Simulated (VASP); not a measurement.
# TaN (Fm-3m) in VASP: notebook, part 2 of 2

VASP 6.6.1. Earlier steps stand in the parts before.

## 6. Single point, PBE

This run uses another cell than the first one, of 10.81 Å³/atom, 1.024 times its volume.

INCAR reads:

```
SYSTEM = TaN
ALGO     = Normal         ! electronic algorithm
EDIFF    = 1E-6           ! SCF threshold, eV
ENCUT    = 520            ! plane-wave cutoff, eV
GGA      = PE             ! functional
ISIF     = 2              ! what is computed and relaxed
ISMEAR   = -1             ! smearing method
LASPH    = .True.         ! aspherical terms in the spheres
LCHARG   = .True.         ! write CHGCAR
LELF     = .True.         ! ELF
LREAL    = .False.        ! projectors in reciprocal space
LVHAR    = .True.       
LWAVE    = .False.        ! write WAVECAR
NBANDS   = 15             ! bands
NELM     = 100            ! most SCF steps
PREC     = Accurate       ! precision mode
SIGMA    = 0.05           ! smearing width, eV
```

KPOINTS reads:

```
k-points
0
Gamma
  10 10 10
  0 0 0
```

POSCAR reads:

```
TaN
1.0
    0.0000000000      2.2113230000      2.2113230000
    2.2113230000      0.0000000000      2.2113230000
    2.2113230000      2.2113230000      0.0000000000
Ta N
1 1
Direct
    0.5000000000      0.5000000000      0.5000000000
    0.0000000000      0.0000000000      0.0000000000
```

Potentials or basis: VASP PAW PBE potentials, release 64 (Ta_pv, N).

On the command line:

```console
$ cat potpaw_PBE.64/Ta_pv/POTCAR potpaw_PBE.64/N/POTCAR > POTCAR
$ mpirun -np 1 vasp_std > vasp.out
```

OUTCAR:

```text
SYSTEM = TaN
   EDIFF = 1E-6
   ENCUT = 520
   GGA = PE
   ISIF = 2
   ISMEAR = -1
   LASPH = .True.
   LREAL = .False.
   NELM = 100
   PREC = Accurate

 ion  position               nearest neighbor table
   1  0.500  0.500  0.500-   2 2.21   2 2.21   2 2.21   2 2.21   2 2.21   2 2.21
   2  0.000  0.000  0.000-   1 2.21   1 2.21   1 2.21   1 2.21   1 2.21   1 2.21

  LATTYP: Found a face centered cubic cell.
 ALAT       =     4.4226460000

  Lattice vectors:

 A1 = (   0.0000000000,   2.2113230000,   2.2113230000)
 A2 = (   2.2113230000,   0.0000000000,   2.2113230000)
 A3 = (   2.2113230000,   2.2113230000,   0.0000000000)

Analysis of symmetry for initial positions (statically):
=====================================================================
 Subroutine PRICEL returns:
 Original cell was already a primitive cell.

 Routine SETGRP: Setting up the symmetry group for a
 face centered cubic supercell.

 Subroutine GETGRP returns: Found 48 space group operations
 (whereof 48 operations were pure point group operations)
 out of a pool of 48 trial point group operations.

The static configuration has the point symmetry O_h .

Analysis of symmetry for dynamics (positions and initial velocities):
=====================================================================
 Subroutine PRICEL returns:
 Original cell was already a primitive cell.

 Routine SETGRP: Setting up the symmetry group for a
 face centered cubic supercell.

 Subroutine GETGRP returns: Found 48 space group operations
 (whereof 48 operations were pure point group operations)
 out of a pool of 48 trial point group operations.

The dynamic configuration has the point symmetry O_h .

 Subroutine INISYM returns: Found 48 space group operations
 (whereof 48 operations are pure point group operations),
 and found     1 'primitive' translations

----------------------------------------------------------------------------------------

[... 120 lines left out ...]
   IVDW    =     0    specifies the selected vdW correction
   LEPSILON=     F    determine dielectric tensor
   LRPA    =     F    only Hartree local field effects (RPA)
 non-spin polarized calculation
  energy-cutoff  :      520.00
  volume of cell :       21.63
 maximum number of plane-waves:       592
   NGX = 11   NGY = 11   NGZ = 11

 number of electron      16.0000003 magnetization

 Free energy of the ion-electron system (eV)
  ---------------------------------------------------
  ext. energy  EPLUGINS =         0.00000000
  ---------------------------------------------------
  free energy    TOTEN  =       -21.84216113 eV

  energy without entropy =      -21.83620484  energy(sigma->0) =      -21.83918299

 E-fermi :   9.3807     XC(G=0): -13.3448

 val. band max:        9.2899629545   @ k =  -0.2000   0.2000   0.0000
 cond. band min:       9.4090758839   @ k =   0.0000   0.0000   0.0000
 fundamental gap:      0.1191129294
 Fermi energy:         9.3806900106

 k-point     1 :       0.0000    0.0000    0.0000
  band No.  band energies     occupation
      1     -26.4682      2.00000
      2     -26.4682      2.00000
      3     -26.4682      2.00000
      4      -9.3611      2.00000
      5       5.5872      2.00000
      6       5.5872      2.00000
      7       5.5872      2.00000
      8       7.2904      2.00000
      9       7.2904      2.00000
     10       7.2904      2.00000
     11       9.4091      0.72353
     12       9.4091      0.72352
     13      10.7329      0.00000
     14      18.7524      0.00000
[... 401 lines left out ...]
      2     -26.6951      2.00000
      3     -26.6711      2.00000
      4      -7.8319      2.00000
      5       1.4921      2.00000
      6       3.5482      2.00000
      7       4.2129      2.00000
      8       5.5540      2.00000
      9      11.4704      0.00000
     10      12.1987      0.00000
     11      12.2774      0.00000
     12      13.0964      0.00000
     13      17.5743      0.00000
     14      19.8465      0.00000
     15      21.6728      0.00000

 [... further k-points ...]

------------------------ aborting loop because EDIFF is reached ----------------------------------------

  FORCE on cell =-STRESS in cart. coord.  units (eV):
  Direction    XX          YY          ZZ          XY          YZ          ZX
  --------------------------------------------------------------------------------------
  -------------------------------------------------------------------------------------
  Total       -0.0751547     -0.0751547     -0.0751547      0.0000000     -0.0000000      0.0000000
  in kB       -5.5677554     -5.5677554     -5.5677554      0.0000000     -0.0000000      0.0000000
  external PRESSURE =      -5.5677554 kB  Pullay stress =       0.0000000 kB

 VOLUME and BASIS-vectors are now :
 -----------------------------------------------------------------------------
  energy-cutoff  :      520.00
  volume of cell :       21.63
      direct lattice vectors                 reciprocal lattice vectors
     0.000000000  2.211323000  2.211323000    -0.226108985  0.226108985  0.226108985
     2.211323000  0.000000000  2.211323000     0.226108985 -0.226108985  0.226108985
     2.211323000  2.211323000  0.000000000     0.226108985  0.226108985 -0.226108985

 POSITION                                       TOTAL-FORCE (eV/Angst)
 -----------------------------------------------------------------------------------
      2.21132      2.21132      2.21132         0.000000      0.000000     -0.000000
      0.00000      0.00000      0.00000        -0.000000     -0.000000      0.000000
 -----------------------------------------------------------------------------------
    total drift:                                0.000000     -0.000000     -0.000000

  FREE ENERGIE OF THE ION-ELECTRON SYSTEM (eV)
  ---------------------------------------------------
  free  energy   TOTEN  =       -21.8421611334 eV

  energy  without entropy=      -21.8362048449  energy(sigma->0) =      -21.83918299
```

Wall time 7.5 s (1 thread of AMD EPYC 9R45 (Zen 5), shared host); peak memory 0.12 GiB.

Results:

```yaml
Free_energy: -21.8422 eV
Pressure: -0.6 GPa
Band_gap_on_the_k_mesh: zero (band 8 reaches 11.20 eV, above the bottom of band 9 at 7.29 eV)
```

Levels at points of the mesh, in eV from the Fermi level:
```csv
k point,band 6,band 7,band 8,band 9,band 10,band 11
"(0.00, 0.00, 0.00)",-3.79,-3.79,-2.09,-2.09,-2.09,0.03
"(0.50, 0.00, 0.00)",-7.48,-7.48,1.82,1.82,1.91,3.74
"(0.50, 0.50, 0.00)",-5.38,-4.62,-4.62,2.03,3.41,3.41
```

Caveat: spin-orbit coupling is left out, which moves the levels of the heavy elements.

## 7. Summary

| level | cell | smearing | gap on the mesh (eV) | pressure (GPa) |
| --- | --- | --- | --- | --- |
| r2SCAN | a = 3.103 Å, angles 60.0°, 2 atoms | fermi-dirac 0.05 eV | none | 4.0 |
| PBE | a = 3.127 Å, angles 60.0°, 2 atoms | gaussian 0.03 eV | none | -0.6 |
| PBE | a = 3.127 Å, angles 60.0°, 2 atoms | gaussian 0.016 eV | none | -0.6 |
| RPBE | a = 3.127 Å, angles 60.0°, 2 atoms | fermi-dirac 0.05 eV | none | 4.0 |
| PBE | a = 3.127 Å, angles 60.0°, 2 atoms | fermi-dirac 0.05 eV | none | -0.6 |

Alike in all rows: task single point; potentials or basis VASP PAW PBE potentials, release 64 (Ta_pv, N); no spin polarisation; k mesh 10 × 10 × 10; cutoff (eV) 520.

Caveats: spin-orbit coupling is left out, which moves the levels of the heavy elements; the PAW data sets were made with another functional, which shifts forces and pressure a little (some runs).

Absolute energies hang on the potentials; compare differences alone.
